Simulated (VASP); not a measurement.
# Ga (C2/c) in VASP: settings compared, part 2 of 2

VASP 6.6.1.

## 4. Single point, PBE (volume scaled by 0.9405)

INCAR

```
PREC = Accurate
ENCUT = 520
EDIFF = 1E-7
ISMEAR = -1
SIGMA = 0.05
LREAL = False
LASPH = True
NELM = 60
ALGO = Normal
ISIF = 2
LWAVE = False
LCHARG = False
GGA = PE
NBANDS = 20
```

KPOINTS

```
regular mesh
0
Gamma
  14 14 11
```

POSCAR

```
Ga
1.0
    1.3550077528     -3.9450026874      0.0000000000
    1.3550077528      3.9450026874      0.0000000000
   -0.1150727842      0.0000000000      3.2625314290
Ga
2
Direct
    0.8690000000      0.1310000000      0.2500000000
    0.1310000000      0.8690000000      0.7500000000
```

Potentials or basis: VASP PAW PBE potentials, release 64 (Ga_d).

On the command line:

```sh
cat potpaw_PBE.64/Ga_d/POTCAR > POTCAR
mpirun -np 1 vasp_std > vasp.out
```

OUTCAR:

```text
PREC = Accurate
   ENCUT = 520
   EDIFF = 1E-7
   ISMEAR = -1
   LREAL = False
   LASPH = True
   NELM = 60
   ISIF = 2
   GGA = PE

 ion  position               nearest neighbor table
   1  0.869  0.131  0.250-   2 2.63   2 2.63   2 2.81   2 2.81   2 2.86   2 2.86
   2  0.131  0.869  0.750-   1 2.63   1 2.63   1 2.81   1 2.81   1 2.86   1 2.86

  LATTYP: Found a base centered monoclinic cell.
 ALAT       =     2.7100155056
 B/A-ratio  =     2.9114244396
 C/A-ratio  =     1.2046278548
 COS(beta)  =    -0.0352490928

  Lattice vectors:

 A1 = (   1.3550077528,  -3.9450026874,   0.0000000000)
 A2 = (   1.3550077528,   3.9450026874,   0.0000000000)
 A3 = (  -0.1150727842,   0.0000000000,   3.2625314290)

Analysis of symmetry for initial positions (statically):
=====================================================================
 Subroutine PRICEL returns:
 Original cell was already a primitive cell.

 Routine SETGRP: Setting up the symmetry group for a
 base centered monoclinic supercell.

 Subroutine GETGRP returns: Found  4 space group operations
 (whereof  2 operations were pure point group operations)
 out of a pool of  4 trial point group operations.

The static configuration has the point symmetry S_2 .
 The point group associated with its full space group is C_2h.

Analysis of symmetry for dynamics (positions and initial velocities):
=====================================================================
 Subroutine PRICEL returns:
 Original cell was already a primitive cell.

 Routine SETGRP: Setting up the symmetry group for a
 base centered monoclinic supercell.

 Subroutine GETGRP returns: Found  4 space group operations
 (whereof  2 operations were pure point group operations)
 out of a pool of  4 trial point group operations.

The dynamic configuration has the point symmetry S_2 .
 The point group associated with its full space group is C_2h.

 Subroutine INISYM returns: Found  4 space group operations
 (whereof  2 operations are pure point group operations),
 and found     1 'primitive' translations

----------------------------------------------------------------------------------------

                                     Primitive cell

  volume of cell :      34.8798

  direct lattice vectors                    reciprocal lattice vectors
     1.355007753 -3.945002687  0.000000000     0.369001579 -0.126742626  0.013015059
     1.355007753  3.945002687  0.000000000     0.369001579  0.126742626  0.013015059
    -0.115072784  0.000000000  3.262531429     0.000000000  0.000000000  0.306510457

  length of vectors
     4.171221909  4.171221909  3.264560165     0.390378342  0.390378342  0.306510457

  position of ions in fractional coordinates (direct lattice)
     0.869000000  0.131000000  0.250000000
     0.131000000  0.869000000  0.750000000

  ion indices of the primitive-cell ions
   primitive index   ion index
                 1           1
                 2           2

----------------------------------------------------------------------------------------

 KPOINTS: regular mesh

Automatic generation of k-mesh.
 Grid dimensions read from file:
 generate k-points for:   14   14   11

 Generating k-lattice:

  Cartesian coordinates                     Fractional coordinates (reciprocal lattice)
     0.026357256 -0.009053045  0.000929647     0.071428571  0.000000000  0.000000000
     0.026357256  0.009053045  0.000929647     0.000000000  0.071428571  0.000000000
     0.000000000  0.000000000  0.027864587     0.000000000  0.000000000  0.090909091

  Length of vectors
     0.027884167  0.027884167  0.027864587

  Shift w.r.t. Gamma in fractional coordinates (k-lattice)
     0.000000000  0.000000000  0.000000000

 Subroutine IBZKPT returns following result:
 ===========================================

 Found    582 irreducible k-points:

 Following reciprocal coordinates:
            Coordinates               Weight
  0.000000  0.000000  0.000000      1.000000
  0.071429  0.000000  0.000000      4.000000
  0.142857  0.000000  0.000000      4.000000
  0.214286  0.000000  0.000000      4.000000
  0.285714  0.000000  0.000000      4.000000
  0.357143  0.000000 -0.000000      4.000000
[... 16 lines left out ...]
  0.214286  0.142857  0.000000      4.000000
  0.285714  0.142857  0.000000      4.000000
 [... further k-points ...]
   k-points           NKPTS =    582   k-points in BZ     NKDIM =    582   number of bands    NBANDS=     20
   number of dos      NEDOS =    301   number of ions     NIONS =      2
   total plane-waves  NPLWV =  24576
   dimension x,y,z NGX =    32 NGY =   32 NGZ =   24
   dimension x,y,z NGXF=    64 NGYF=   64 NGZF=   48
   ions per type =               2
   NGX,Y,Z   is equivalent  to a cutoff of  12.75, 12.75, 12.22 a.u.
   NGXF,Y,Z  is equivalent  to a cutoff of  25.51, 25.51, 24.44 a.u.
 SYSTEM =  unknown system
   PREC   = accura    normal or accurate (medium, high low for compatibility)
   ISTART =      0    job   : 0-new  1-cont  2-samecut
   ICHARG =      2    charge: 1-file 2-atom 10-const
   ISPIN  =      1    spin polarized calculation?
   LNONCOLLINEAR =      F non collinear calculations
   LSORBIT =      F    spin-orbit coupling
   LASPH  =      T    aspherical Exc in radial PAW
   ENCUT  =  520.0 eV  38.22 Ry    6.18 a.u.   7.76  7.76  6.07*2*pi/ulx,y,z
   NELM   =     60;   NELMIN=  2; NELMDL= -5     # of ELM steps
   EDIFF  = 0.1E-06   stopping-criterion for ELM
   LREAL  =      F    real-space projection
   EDIFFG = 0.1E-05   stopping-criterion for IOM
   NSW    =      0    number of steps for IOM
   IBRION =     -1    ionic relax: 0-MD 1-quasi-New 2-CG
   NFREE  =      0    steps in history (QN), initial steepest desc. (CG)
   ISIF   =      2    stress and relaxation
   ISYM   =      2    0-nonsym 1-usesym 2-fastsym
   POTIM  = 0.5000    time-step for ionic-motion
   TEBEG  =    0.0;   TEEND  =   0.0 temperature during run
   PSTRESS=    0.0 pullay stress
   NELECT =      26.0000    total number of electrons
   NUPDOWN=      -1.0000    fix difference up-down
   EMIN   =  10.00;   EMAX   =-10.00  energy-range for DOS
   EFERMI =   0.00;   METHOD = LEGACY
   ISMEAR =    -1;   SIGMA  =   0.05  broadening in eV -4-tet -1-fermi 0-gaus
   EFERMI_NEDOS =   21; number of points for ismear=-14 and -15
   IALGO  =     38    algorithm
   IMIX   =      4    mixing-type and parameters
     AMIX     =   0.40;   BMIX     =  1.00
     AMIX_MAG =   1.60;   BMIX_MAG =  1.00
  volume/ion in A,a.u.               =      17.44       117.69
  Fermi-wavevector in a.u.,A,eV,Ry     =   1.484367  2.805047 29.978343  2.203346
  Thomas-Fermi vector in A             =   2.597913
   LORBIT       =      0    0 simple, 1 ext, 2 COOP (PROOUT), +10 PAW based schemes
   GGA     = PE    functional components
[... 5 lines left out ...]
 non-spin polarized calculation
  energy-cutoff  :      520.00
  volume of cell :       34.88
 maximum number of plane-waves:       955
   NGX = 15   NGY = 15   NGZ = 13

 number of electron      26.0000015 magnetization

 Free energy of the ion-electron system (eV)
  ---------------------------------------------------
  ext. energy  EPLUGINS =         0.00000000
  ---------------------------------------------------
  free energy    TOTEN  =        -5.72032017 eV

  energy without entropy =       -5.71522713  energy(sigma->0) =       -5.71777365

 E-fermi :   6.2670     XC(G=0): -11.3692

 val. band max:        6.2645793408   @ k =  -0.4286   0.1429   0.0909
 cond. band min:       6.2727798609   @ k =   0.1429   0.1429   0.0000
 fundamental gap:      0.0082005200
 Fermi energy:         6.2669852457

 k-point     1 :       0.0000    0.0000    0.0000
  band No.  band energies     occupation
      1      -9.0113      2.00000
      2      -9.0058      2.00000
      3      -8.9584      2.00000
      4      -8.9405      2.00000
      5      -8.6149      2.00000
      6      -8.6129      2.00000
[... 12 lines left out ...]
     19      17.4921      0.00000
     20      19.7630      0.00000

 k-point     2 :       0.0714    0.0000    0.0000
  band No.  band energies     occupation
      1      -9.0065      2.00000
      2      -8.9962      2.00000
      3      -8.9474      2.00000
      4      -8.9155      2.00000
      5      -8.6261      2.00000
      6      -8.6236      2.00000
[... 12 lines left out ...]
     19      17.7726      0.00000
     20      20.4973      0.00000
[... 465 lines left out ...]
      3      -8.8628      2.00000
      4      -8.7554      2.00000
      5      -8.7489      2.00000
      6      -8.7111      2.00000
[... 12 lines left out ...]
     19      19.1764      0.00000
     20      20.4507      0.00000

 k-point    24 :       0.2857    0.1429    0.0000
  band No.  band energies     occupation
      1      -8.9546      2.00000
      2      -8.9074      2.00000
      3      -8.8650      2.00000
      4      -8.7896      2.00000
      5      -8.7574      2.00000
      6      -8.7120      2.00000
[... 12 lines left out ...]
     19      18.2524      0.00000
     20      19.1213      0.00000

 [... further k-points ...]
[... 5 lines left out ...]
  --------------------------------------------------------------------------------------
  -------------------------------------------------------------------------------------
  Total        1.3307460      1.3775579      1.2310191      0.0000000      0.0000000     -0.0087402
  in kB       61.1268452     63.2771116     56.5459627      0.0000000      0.0000000     -0.4014727
  external PRESSURE =      60.3166398 kB  Pullay stress =       0.0000000 kB

 VOLUME and BASIS-vectors are now :
 -----------------------------------------------------------------------------
  energy-cutoff  :      520.00
  volume of cell :       34.88
      direct lattice vectors                 reciprocal lattice vectors
     1.355007753 -3.945002687  0.000000000     0.369001579 -0.126742626  0.013015059
     1.355007753  3.945002687  0.000000000     0.369001579  0.126742626  0.013015059
    -0.115072784  0.000000000  3.262531429     0.000000000  0.000000000  0.306510457

 POSITION                                       TOTAL-FORCE (eV/Angst)
 -----------------------------------------------------------------------------------
      1.32624     -2.91141      0.81563         0.000000      0.217197      0.000000
      1.26870      2.91141      2.44690        -0.000000     -0.217197     -0.000000
 -----------------------------------------------------------------------------------
    total drift:                                0.000000      0.000000     -0.000000

  FREE ENERGIE OF THE ION-ELECTRON SYSTEM (eV)
  ---------------------------------------------------
  free  energy   TOTEN  =        -5.7203201696 eV

  energy  without entropy=       -5.7152271338  energy(sigma->0) =       -5.71777365
```

OSZICAR:

```text
N       E                     dE             d eps       ncg     rms          rms(c)
DAV:   1     0.130174373191E+03    0.13017E+03   -0.13211E+04 24832   0.252E+03
DAV:   2     0.526062795218E+01   -0.12491E+03   -0.12172E+03 24072   0.384E+02
DAV:   3    -0.562019210822E+01   -0.10881E+02   -0.10827E+02 26124   0.934E+01
DAV:   4    -0.577701615044E+01   -0.15682E+00   -0.15672E+00 26800   0.124E+01
DAV:   5    -0.577966958330E+01   -0.26534E-02   -0.26533E-02 26632   0.157E+00    0.154E+00
DAV:   6    -0.573067372453E+01    0.48996E-01   -0.96755E-02 31416   0.538E+00    0.788E-01
DAV:   7    -0.572138458712E+01    0.92891E-02   -0.19140E-02 33576   0.197E+00    0.214E-01
DAV:   8    -0.572030346662E+01    0.10811E-02   -0.24744E-03 26292   0.697E-01    0.199E-02
DAV:   9    -0.572031932893E+01   -0.15862E-04   -0.11519E-04 26344   0.108E-01    0.855E-03
DAV:  10    -0.572032026290E+01   -0.93397E-06   -0.76389E-06 26136   0.315E-02    0.235E-03
DAV:  11    -0.572032020272E+01    0.60178E-07   -0.10871E-06 27556   0.127E-02    0.564E-04
DAV:  12    -0.572032016960E+01    0.33117E-07   -0.92062E-08 15664   0.431E-03
   1 F= -.57203202E+01 E0= -.57177737E+01  d E =-.509304E-02
```

stdout:

```text
POSCAR found type information on POSCAR Ga
 POSCAR found :  1 types and       2 ions
 scaLAPACK will be used
 LDA part: xc-table for (Slater+PW92), standard interpolation
 POSCAR, INCAR and KPOINTS ok, starting setup
 FFT: planning ... GRIDC
 FFT: planning ... GRID_SOFT
 FFT: planning ... GRID
 WAVECAR not read
 entering main loop
```

Wall time 3.4 min (1 thread of Intel Xeon Platinum 8488C (Sapphire Rapids), shared host); peak memory 0.42 GiB.

Results:

* Free energy: -5.7203 eV
* Pressure: 6.0 GPa
* Largest force: 0.217 eV/Å
* Band gap on the k mesh: zero (band 13 reaches 10.40 eV, above the bottom of band 14 at 2.02 eV)

Forces on the atoms (eV/Å):
```
Ga   0.000  0.217  0.000
Ga   0.000 -0.217  0.000
```

## 5. Single point, PBE (volume scaled by 0.98)

INCAR

```
ALGO = Normal
EDIFF = 1E-7
ENCUT = 520
GGA = PE
ISIF = 2
ISMEAR = -1
LASPH = T
LCHARG = F
LREAL = F
LWAVE = F
NBANDS = 20
NELM = 60
PREC = Accurate
SIGMA = 0.05
```

KPOINTS

```
k-points
0
Gamma
  14 14 11
```

POSCAR

```
Ga
1.0
    1.3737178411     -3.9994756958      0.0000000000
    1.3737178411      3.9994756958      0.0000000000
   -0.1166617212      0.0000000000      3.3075808031
Ga
2
Direct
    0.8690000000      0.1310000000      0.2500000000
    0.1310000000      0.8690000000      0.7500000000
```

On the command line:

```sh
cat potpaw_PBE.64/Ga_d/POTCAR > POTCAR
mpirun -np 1 vasp_std > vasp.out
```

It took 4.2 min on 1 thread of Intel Xeon Platinum 8488C (Sapphire Rapids), shared host; peak memory 0.44 GiB.

Results (log left out):

- Free energy: -5.7618 eV
- Pressure: 3.1 GPa
- Largest force: 0.198 eV/Å
- Band gap on the k mesh: zero (band 13 reaches 9.89 eV, above the bottom of band 14 at 1.78 eV)

Forces on the atoms (eV/Å):
```
Ga   0.000  0.198  0.000
Ga   0.000 -0.198  0.000
```

Stress tensor (GPa, compression positive):
```
 3.14  0.00 -0.03
 0.00  3.35  0.00
-0.03  0.00  2.81
```

Levels at points of the mesh, in eV from the Fermi level:
| k point | band 11 | band 12 | band 13 | band 14 | band 15 | band 16 |
| --- | --- | --- | --- | --- | --- | --- |
| (0.00, 0.00, 0.00) | -11.39 | -2.16 | -1.57 | 1.63 | 5.46 | 9.84 |
| (0.50, 0.00, 0.00) | -6.11 | -5.12 | -1.39 | 0.04 | 5.87 | 6.70 |
| (0.50, 0.50, 0.00) | -9.23 | -8.72 | 4.03 | 4.63 | 5.92 | 6.15 |

## 6. Summary

```tsv
level	potentials or basis	cell	gap on the mesh (eV)	pressure (GPa)	largest force (eV/Å)
LDA	VASP PAW LDA potentials, release 64 (Ga_d)	a = 4.257, b = 4.257, c = 3.332 Å, angles 90.7, 90.7, 142.1°, 2 atoms	none	-3.9	0.17
PBEsol	VASP PAW PBE potentials, release 64 (Ga_d)	a = 4.257, b = 4.257, c = 3.332 Å, angles 90.7, 90.7, 142.1°, 2 atoms	none	-1.8	0.18
PBE	VASP PAW PBE potentials, release 64 (Ga_d)	a = 4.171, b = 4.171, c = 3.265 Å, angles 90.7, 90.7, 142.1°, 2 atoms	none	6.0	0.22
PBE	VASP PAW PBE potentials, release 64 (Ga_d)	a = 4.229, b = 4.229, c = 3.310 Å, angles 90.7, 90.7, 142.1°, 2 atoms	none	3.1	0.20
```

Alike in all rows: task single point; no spin polarisation; k mesh 14 × 14 × 11; cutoff (eV) 520; smearing fermi-dirac 0.05 eV.

Caveats: the PAW data sets were made with another functional, which shifts forces and pressure a little (some runs).

Total energies depend on the potentials used, so only differences within one code and one set of settings carry meaning.
